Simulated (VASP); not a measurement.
Set up this calculation in VASP 6.6.1, as the native input.

```
Task                   : single point
Functional             : r2SCAN
Potentials or basis    : VASP PAW PBE potentials, release 64 (Sc_sv, Al)
Cutoff                 : 520 eV
k mesh                 : 10 × 10 × 10
Occupations            : gaussian, width 0.1 eV
Spin                   : no spin polarisation
Dipole correction      : no
Further INCAR settings : ALGO = Normal; EDIFF = 1e-07; NBANDS = 26
```

Crystal: Sc3Al.

```
CELL_PARAMETERS angstrom
4.38219 0.00000 0.00000
0.00000 4.38219 0.00000
0.00000 0.00000 4.38219
ATOMIC_POSITIONS crystal
Sc 0.50000 0.00000 0.50000
Sc 0.00000 0.50000 0.50000
Sc 0.50000 0.50000 0.00000
Al 0.00000 0.00000 0.00000
```

The input as run:

POSCAR

```
Sc3Al
1.0
    4.3821850798      0.0000000000      0.0000000000
    0.0000000000      4.3821850798      0.0000000000
    0.0000000000      0.0000000000      4.3821850798
Sc Al
3 1
Direct
    0.5000000000      0.0000000000      0.5000000000
    0.0000000000      0.5000000000      0.5000000000
    0.5000000000      0.5000000000      0.0000000000
    0.0000000000      0.0000000000      0.0000000000
```

INCAR.step1

```
  PREC = Accurate
  ENCUT = 520
  ISMEAR = 0
  SIGMA = 0.1
  LREAL = F
  LASPH = T
  NELM = 60
  NBANDS = 26
  GGA = PE
  ALGO = Normal
  EDIFF = 1E-4
  LWAVE = T
  LCHARG = F
```

INCAR.step2

```
  PREC = Accurate
  ENCUT = 520
  EDIFF = 1E-7
  ISMEAR = 0
  SIGMA = 0.1
  LREAL = F
  LASPH = T
  NELM = 60
  ALGO = Normal
  ISIF = 2
  LWAVE = F
  LCHARG = F
  METAGGA = R2SCAN
  LMIXTAU = T
  NBANDS = 26
  ISTART = 1
```

KPOINTS

```
regular mesh
0
Gamma
  10 10 10
```

Potentials or basis: VASP PAW PBE potentials, release 64 (Sc_sv, Al).

The run is started by

```sh
$ cat potpaw_PBE.64/Sc_sv/POTCAR potpaw_PBE.64/Al/POTCAR > POTCAR
$ cp INCAR.step1 INCAR
$ mpirun -np 1 vasp_std > vasp.out
$ cp INCAR.step2 INCAR
$ mpirun -np 1 vasp_std > vasp.out
```

It gave:

```
Pressure               : 2.3 GPa
Band gap on the k mesh : zero (bands 18 and 19 overlap by 1.65 eV)
```

Caveat: the PAW data sets were made with another functional, which shifts forces and pressure a little.

It took 25 min on 1 thread of Intel Xeon 8259CL, with other jobs on the host, peak memory 0.25 GiB.
